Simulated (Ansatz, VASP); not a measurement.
# One calculation of Pd, two programs

```
CELL_PARAMETERS angstrom
0.00000 1.91997 1.91997
1.91997 0.00000 1.91997
1.91997 1.91997 0.00000
ATOMIC_POSITIONS crystal
Pd 0.00000 0.00000 0.00000
```

Alike in both runs: functional LDA; k mesh 16 × 16 × 16; occupations gaussian, width 0.1 eV; no spin polarisation.

Ansatz relaxed the structure, and its values are those at the end. VASP's run is a single point on that final structure, the one shown.

```csv
,VASP,Ansatz
version,VASP 6.6.1,Ansatz 0.2.0
potentials or method,"VASP PAW LDA potentials, release 64 (Pd), cutoff 520 eV","scalar-relativistic, plane waves, PAW"
valence electrons in the cell,10,18
```

Ansatz gave:

```
gap on the k mesh at the Fermi level (eV) : none
pressure (GPa)                            : 0.0
```

Q: Which values does VASP return?

A: gap on the k mesh at the Fermi level (eV): none; pressure (GPa): 0.3.

Ansatz warns that its potentials were made for another functional, while VASP's fit it. LDA's correlation is that of Perdew and Zunger in VASP and of Perdew and Wang (1992) in Ansatz. A gap of «none» marks a metal or a gap that the smearing closes. VASP's potentials hold 10 valence electrons a cell and Ansatz's 18, so a difference there can come from the potentials and not from the codes.
